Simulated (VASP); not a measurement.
# Hg (I4/mmm) in VASP: notebook

The runs below take Hg through single point, with PBE+D3(BJ).

Everything below comes from runs of VASP 6.6.1. Logs are shortened: lines on timing, memory, paths and dates and some standing lists are left out, and cuts for length are marked.

**1. The cell of the first run**

It takes space group I4/mmm (No. 139, tetragonal). Conventional cell: a = 3.720 Å, b = 3.720 Å, c = 3.687 Å, α = 90.00°, β = 90.00°, γ = 90.00°. Within 4.2 Å of Hg (site symmetry 4/mmm) lie 14 Hg at 3.21 to 3.72 Å.

**2. Single point, PBE+D3(BJ)**

The input, INCAR:

```
PREC = Accurate
ENCUT = 520
EDIFF = 1E-7
ISMEAR = 0
SIGMA = 0.1
LREAL = F
LASPH = T
NELM = 80
ALGO = Fast
ISIF = 2
LWAVE = F
LCHARG = T
GGA = PE
IVDW = 12
LELF = T
LVHAR = T
NBANDS = 32
```

The input, KPOINTS:

```
regular mesh
0
Gamma
  12 12 12
```

The input, POSCAR:

```
Hg
1.0
   -2.6305010607      2.6305010607      3.6865552921
    2.6305010607     -2.6305010607      3.6865552921
    2.6305010607      2.6305010607     -3.6865552921
Hg
4
Direct
    0.8750000000      0.3750000000      1.0000000000
    0.3750000000      0.8750000000      0.0000000000
    0.6250000000      0.6250000000      0.5000000000
    0.1250000000      0.1250000000      0.5000000000
```

Potentials or basis: VASP PAW PBE potentials, release 64 (Hg).

Run with:

```console
$ cat potpaw_PBE.64/Hg/POTCAR > POTCAR
$ mpirun -np 1 vasp_std > vasp.out
```

OUTCAR:

```text
PREC = Accurate
   ENCUT = 520
   EDIFF = 1E-7
   ISMEAR = 0
   LREAL = F
   LASPH = T
   NELM = 80
   ISIF = 2
   GGA = PE
   IVDW = 12
 IVDW          = 12

 ion  position               nearest neighbor table
   1  0.875  0.375  0.000-   3 3.21   4 3.21   3 3.21   4 3.21   3 3.21   4 3.21   3 3.21   4 3.21
                             2 3.69   2 3.69   2 3.72   2 3.72   2 3.72   2 3.72
   2  0.375  0.875  0.000-   4 3.21   3 3.21   4 3.21   3 3.21   3 3.21   4 3.21   3 3.21   4 3.21
                             1 3.69   1 3.69   1 3.72   1 3.72   1 3.72   1 3.72
   3  0.625  0.625  0.500-   2 3.21   1 3.21   2 3.21   1 3.21   1 3.21   2 3.21   1 3.21   2 3.21
                             4 3.69   4 3.69   4 3.72   4 3.72   4 3.72   4 3.72
   4  0.125  0.125  0.500-   1 3.21   2 3.21   1 3.21   2 3.21   1 3.21   2 3.21   1 3.21   2 3.21
                             3 3.69   3 3.69   3 3.72   3 3.72   3 3.72   3 3.72

  LATTYP: Found a body centered tetragonal cell.
 ALAT       =     5.2610021214
 C/A-ratio  =     1.4014650468

  Lattice vectors:

 A1 = (  -2.6305010607,   2.6305010607,   3.6865552921)
 A2 = (   2.6305010607,  -2.6305010607,   3.6865552921)
 A3 = (   2.6305010607,   2.6305010607,  -3.6865552921)

Analysis of symmetry for initial positions (statically):
=====================================================================
 Subroutine PRICEL returns following result:

  LATTYP: Found a body centered tetragonal cell.
 ALAT       =     3.7200902759
 C/A-ratio  =     0.9909854382

  Lattice vectors:

 A1 = (   0.0000000000,  -2.6305010607,  -1.8432776460)
 A2 = (  -0.0000000000,   2.6305010607,  -1.8432776461)
 A3 = (   2.6305010607,   0.0000000000,   1.8432776460)

   4 primitive cells build up your supercell.

 Routine SETGRP: Setting up the symmetry group for a
 body centered tetragonal supercell.

 Subroutine GETGRP returns: Found 16 space group operations
 (whereof  8 operations were pure point group operations)
 out of a pool of 16 trial point group operations.

The static configuration has the point symmetry D_2d.
 The point group associated with its full space group is D_4h.

Analysis of symmetry for dynamics (positions and initial velocities):
=====================================================================
 Subroutine PRICEL returns following result:

  LATTYP: Found a body centered tetragonal cell.
 ALAT       =     3.7200902759
 C/A-ratio  =     0.9909854382

  Lattice vectors:

 A1 = (   0.0000000000,  -2.6305010607,  -1.8432776460)
 A2 = (  -0.0000000000,   2.6305010607,  -1.8432776461)
 A3 = (   2.6305010607,   0.0000000000,   1.8432776460)

   4 primitive cells build up your supercell.

 Routine SETGRP: Setting up the symmetry group for a
 body centered tetragonal supercell.

 Subroutine GETGRP returns: Found 16 space group operations
 (whereof  8 operations were pure point group operations)
 out of a pool of 16 trial point group operations.

The dynamic configuration has the point symmetry D_2d.
 The point group associated with its full space group is D_4h.

 Subroutine INISYM returns: Found 16 space group operations
 (whereof  8 operations are pure point group operations),
 and found     4 'primitive' translations

----------------------------------------------------------------------------------------

                                     Primitive cell

  volume of cell :      25.5093

  direct lattice vectors                    reciprocal lattice vectors
     0.000000000 -2.630501061 -1.843277646     0.190077855 -0.190077855 -0.271255934
    -0.000000000  2.630501061 -1.843277646     0.190077855  0.190077855 -0.271255934
     2.630501061  0.000000000  1.843277646     0.380155711  0.000000000  0.000000000

  length of vectors
     3.212041144  3.212041144  3.212041144     0.381888680  0.381888680  0.380155711

  position of ions in fractional coordinates (direct lattice)
     0.250000000  0.750000000  0.500000000

  ion indices of the primitive-cell ions
   primitive index   ion index
                 1           1

----------------------------------------------------------------------------------------

 KPOINTS: regular mesh

Automatic generation of k-mesh.
 Grid dimensions read from file:
 generate k-points for:   12   12   12

 Generating k-lattice:

  Cartesian coordinates                     Fractional coordinates (reciprocal lattice)
     0.000000000  0.015839821  0.011302331     0.083333333  0.000000000 -0.000000000
     0.015839821  0.000000000  0.011302331     0.000000000  0.083333333 -0.000000000
     0.015839821  0.015839821  0.000000000     0.000000000  0.000000000  0.083333333

  Length of vectors
     0.019458741  0.019458741  0.022400890

  Shift w.r.t. Gamma in fractional coordinates (k-lattice)
     0.000000000  0.000000000  0.000000000

 Subroutine IBZKPT returns following result:
 ===========================================

 Found    163 irreducible k-points:

 Following reciprocal coordinates:
            Coordinates               Weight
  0.000000  0.000000  0.000000      1.000000
  0.083333  0.000000  0.000000      8.000000
  0.166667 -0.000000  0.000000      8.000000
  0.250000  0.000000 -0.000000      8.000000
  0.333333  0.000000 -0.000000      8.000000
  0.416667  0.000000 -0.000000      8.000000
[... 16 lines left out ...]
  0.500000  0.166667 -0.000000     16.000000
 -0.416667  0.166667  0.000000     16.000000
 [... further k-points ...]
   k-points           NKPTS =    163   k-points in BZ     NKDIM =    163   number of bands    NBANDS=     32
   number of dos      NEDOS =    301   number of ions     NIONS =      4
   total plane-waves  NPLWV =  64000
   dimension x,y,z NGX =    40 NGY =   40 NGZ =   40
   dimension x,y,z NGXF=    80 NGYF=   80 NGZF=   80
   ions per type =               4
   NGX,Y,Z   is equivalent  to a cutoff of  12.70, 12.70, 12.70 a.u.
   NGXF,Y,Z  is equivalent  to a cutoff of  25.39, 25.39, 25.39 a.u.
 SYSTEM =  unknown system
   PREC   = accura    normal or accurate (medium, high low for compatibility)
   ISTART =      0    job   : 0-new  1-cont  2-samecut
   ICHARG =      2    charge: 1-file 2-atom 10-const
   ISPIN  =      1    spin polarized calculation?
   LNONCOLLINEAR =      F non collinear calculations
   LSORBIT =      F    spin-orbit coupling
   LASPH  =      T    aspherical Exc in radial PAW
   ENCUT  =  520.0 eV  38.22 Ry    6.18 a.u.   9.74  9.74  9.74*2*pi/ulx,y,z
   NELM   =     80;   NELMIN=  2; NELMDL= -5     # of ELM steps
   EDIFF  = 0.1E-06   stopping-criterion for ELM
   LREAL  =      F    real-space projection
   EDIFFG = 0.1E-05   stopping-criterion for IOM
   NSW    =      0    number of steps for IOM
   IBRION =     -1    ionic relax: 0-MD 1-quasi-New 2-CG
   NFREE  =      0    steps in history (QN), initial steepest desc. (CG)
   ISIF   =      2    stress and relaxation
   ISYM   =      2    0-nonsym 1-usesym 2-fastsym
   POTIM  = 0.5000    time-step for ionic-motion
   TEBEG  =    0.0;   TEEND  =   0.0 temperature during run
   PSTRESS=    0.0 pullay stress
   NELECT =      48.0000    total number of electrons
   NUPDOWN=      -1.0000    fix difference up-down
   EMIN   =  10.00;   EMAX   =-10.00  energy-range for DOS
   EFERMI =   0.00;   METHOD = LEGACY
   ISMEAR =     0;   SIGMA  =   0.10  broadening in eV -4-tet -1-fermi 0-gaus
   EFERMI_NEDOS =   21; number of points for ismear=-14 and -15
   IALGO  =     68    algorithm
   IMIX   =      4    mixing-type and parameters
     AMIX     =   0.40;   BMIX     =  1.00
     AMIX_MAG =   1.60;   BMIX_MAG =  1.00
  volume/ion in A,a.u.               =      25.51       172.14
  Fermi-wavevector in a.u.,A,eV,Ry     =   1.273218  2.406033 22.056178  1.621083
  Thomas-Fermi vector in A             =   2.406053
   LORBIT       =      0    0 simple, 1 ext, 2 COOP (PROOUT), +10 PAW based schemes
   GGA     = PE    functional components
   LHFCALC =     F    Hartree Fock is set to
   AEXX    =    0.0000 exact exchange contribution
   IVDW    =    12    specifies the selected vdW correction
   LEPSILON=     F    determine dielectric tensor
   LRPA    =     F    only Hartree local field effects (RPA)
 non-spin polarized calculation
 RMM-DIIS sequential band-by-band and
 Gauss-broadening in eV      SIGMA  =   0.10
  energy-cutoff  :      520.00
  volume of cell :      102.04
 maximum number of plane-waves:      2764
   NGX = 19   NGY = 19   NGZ = 19

 number of electron      47.9999995 magnetization

 Free energy of the ion-electron system (eV)
  ---------------------------------------------------
  ext. energy  EPLUGINS =         0.00000000
  ---------------------------------------------------
  free energy    TOTEN  =        -0.61069795 eV

  energy without entropy =       -0.60559677  energy(sigma->0) =       -0.60814736

 E-fermi :   2.1117     XC(G=0): -10.4332

 val. band max:        2.0956700102   @ k =   0.5000   0.2500  -0.0000
 cond. band min:       2.1130719617   @ k =   0.5000   0.5000   0.4167
 fundamental gap:      0.0174019515
 Fermi energy:         2.1117156889

 k-point     1 :       0.0000    0.0000    0.0000
  band No.  band energies     occupation
      1      -6.2692      2.00000
      2      -5.3105      2.00000
      3      -5.3084      2.00000
      4      -4.7256      2.00000
      5      -4.7031      2.00000
      6      -4.7031      2.00000
[... 24 lines left out ...]
     31       5.9170      0.00000
     32       5.9170      0.00000

 k-point     2 :       0.0833    0.0000    0.0000
  band No.  band energies     occupation
      1      -6.2030      2.00000
      2      -5.2879      2.00000
      3      -5.2859      2.00000
      4      -4.8698      2.00000
      5      -4.7768      2.00000
      6      -4.7750      2.00000
[... 24 lines left out ...]
     31       6.2149      0.00000
     32       6.7994      0.00000
[... 733 lines left out ...]
     31      10.2219      0.00000
     32      10.5877      0.00000

 k-point    24 :      -0.4167    0.1667    0.0000
  band No.  band energies     occupation
      1      -5.1876      2.00000
      2      -5.1532      2.00000
      3      -5.0853      2.00000
      4      -5.0164      2.00000
      5      -4.9557      2.00000
      6      -4.8449      2.00000
[... 24 lines left out ...]
     31      10.1771      0.00000
     32      10.3054      0.00000

 [... further k-points ...]

------------------------ aborting loop because EDIFF is reached ----------------------------------------

 Edisp (eV)   -1.64275

 E8    (eV) :    -0.7450

  FORCE on cell =-STRESS in cart. coord.  units (eV):
  Direction    XX          YY          ZZ          XY          YZ          ZX
  --------------------------------------------------------------------------------------
  -------------------------------------------------------------------------------------
  Total       0.14800     0.14800     0.12723     0.00000     0.00000     0.00000
  in kB       2.32391     2.32391     1.99772     0.00000     0.00000     0.00000
  external pressure =        2.22 kB  Pullay stress =        0.00 kB

 VOLUME and BASIS-vectors are now :
 -----------------------------------------------------------------------------
  energy-cutoff  :      520.00
  volume of cell :      102.04
      direct lattice vectors                 reciprocal lattice vectors
    -2.630501061  2.630501061  3.686555292     0.000000000  0.190077855  0.135627967
     2.630501061 -2.630501061  3.686555292     0.190077855  0.000000000  0.135627967
     2.630501061  2.630501061 -3.686555292     0.190077855  0.190077855  0.000000000

 POSITION                                       TOTAL-FORCE (eV/Angst)
 -----------------------------------------------------------------------------------
     -1.31525      1.31525      4.60819         0.000000      0.000000      0.000000
      1.31525     -1.31525      4.60819        -0.000000     -0.000000     -0.000000
      1.31525      1.31525      2.76492        -0.000000      0.000000     -0.000000
      1.31525      1.31525     -0.92164         0.000000     -0.000000      0.000000
 -----------------------------------------------------------------------------------
    total drift:                               -0.000000     -0.000000     -0.000000

  FREE ENERGIE OF THE ION-ELECTRON SYSTEM (eV)
  ---------------------------------------------------
  free  energy   TOTEN  =        -2.2534437963 eV

  energy  without entropy=       -2.2483426123  energy(sigma->0) =       -2.25089320
```

Run time: 3.2 min. Hardware: 1 thread of Intel Xeon 6975P-C (Granite Rapids), shared host; peak memory 0.51 GiB.

What came out:

```yaml
Free_energy: -2.2534 eV
Pressure: 0.2 GPa
Band_gap_on_the_k_mesh: zero (bands 24 and 25 overlap by 3.75 eV)
Dispersion_energy_per_atom: -0.411 eV
```

Caveat: spin-orbit coupling is left out, which moves the levels of the heavy elements.

**3. Single point, PBE+D3(BJ)**

The input, INCAR:

```
SYSTEM = Hg
  ALGO = Fast
  EDIFF = 1E-6
  ENCUT = 520
  GGA = PE
  ISIF = 2
  ISMEAR = 0
  IVDW = 12
  LASPH = .TRUE.
  LCHARG = .FALSE.
  LREAL = .FALSE.
  LWAVE = .FALSE.
  NBANDS = 32
  NELM = 100
  PREC = Accurate
  SIGMA = 0.1
```

The input, KPOINTS:

```
k-points
0
G
  12 12 12
  0 0 0
```

POSCAR is that of step 2.

Potentials or basis: VASP PAW PBE potentials, release 64 (Hg).

Run with:

```console
$ cat potpaw_PBE.64/Hg/POTCAR > POTCAR
$ mpirun -np 1 vasp_std > vasp.out
```

OUTCAR:

```text
SYSTEM = Hg
   EDIFF = 1E-6
   ENCUT = 520
   GGA = PE
   ISIF = 2
   ISMEAR = 0
   IVDW = 12
   LASPH = .TRUE.
   LREAL = .FALSE.
   NELM = 100
   PREC = Accurate
 IVDW          = 12

 ion  position               nearest neighbor table
   1  0.875  0.375  0.000-   3 3.21   4 3.21   3 3.21   4 3.21   3 3.21   4 3.21   3 3.21   4 3.21
                             2 3.69   2 3.69   2 3.72   2 3.72   2 3.72   2 3.72
   2  0.375  0.875  0.000-   4 3.21   3 3.21   4 3.21   3 3.21   3 3.21   4 3.21   3 3.21   4 3.21
[... 1070 lines left out ...]
  --------------------------------------------------------------------------------------
  -------------------------------------------------------------------------------------
  Total       0.15264     0.15264     0.13196     0.00000     0.00000     0.00000
  in kB       2.39671     2.39671     2.07196     0.00000     0.00000     0.00000
  external pressure =        2.29 kB  Pullay stress =        0.00 kB

 VOLUME and BASIS-vectors are now :
 -----------------------------------------------------------------------------
  energy-cutoff  :      520.00
  volume of cell :      102.04
      direct lattice vectors                 reciprocal lattice vectors
    -2.630501061  2.630501061  3.686555292     0.000000000  0.190077855  0.135627967
     2.630501061 -2.630501061  3.686555292     0.190077855  0.000000000  0.135627967
     2.630501061  2.630501061 -3.686555292     0.190077855  0.190077855  0.000000000

 POSITION                                       TOTAL-FORCE (eV/Angst)
 -----------------------------------------------------------------------------------
     -1.31525      1.31525      4.60819         0.000000      0.000000      0.000000
      1.31525     -1.31525      4.60819        -0.000000     -0.000000     -0.000000
      1.31525      1.31525      2.76492        -0.000000      0.000000      0.000000
      1.31525      1.31525     -0.92164         0.000000      0.000000      0.000000
 -----------------------------------------------------------------------------------
    total drift:                               -0.000000     -0.000000     -0.000000

  FREE ENERGIE OF THE ION-ELECTRON SYSTEM (eV)
  ---------------------------------------------------
  free  energy   TOTEN  =        -2.2534435263 eV

  energy  without entropy=       -2.2483431355  energy(sigma->0) =       -2.25089333
```

stdout:

```text
POSCAR found type information on POSCAR Hg
 POSCAR found :  1 types and       4 ions
 scaLAPACK will be used
 LDA part: xc-table for (Slater+PW92), standard interpolation
 POSCAR, INCAR and KPOINTS ok, starting setup
 FFT: planning ... GRIDC
 FFT: planning ... GRID_SOFT
 FFT: planning ... GRID
 WAVECAR not read
 entering main loop
```

Wall time 3 min (1 thread of Intel Xeon 6975P-C (Granite Rapids), shared host); peak memory 0.52 GiB.

What came out:

```
Free energy                : -2.2534 eV
Pressure                   : 0.2 GPa
Band gap on the k mesh     : zero (bands 24 and 25 overlap by 3.75 eV)
Dispersion energy per atom : -0.411 eV
```

Caveat: spin-orbit coupling is left out, which moves the levels of the heavy elements.
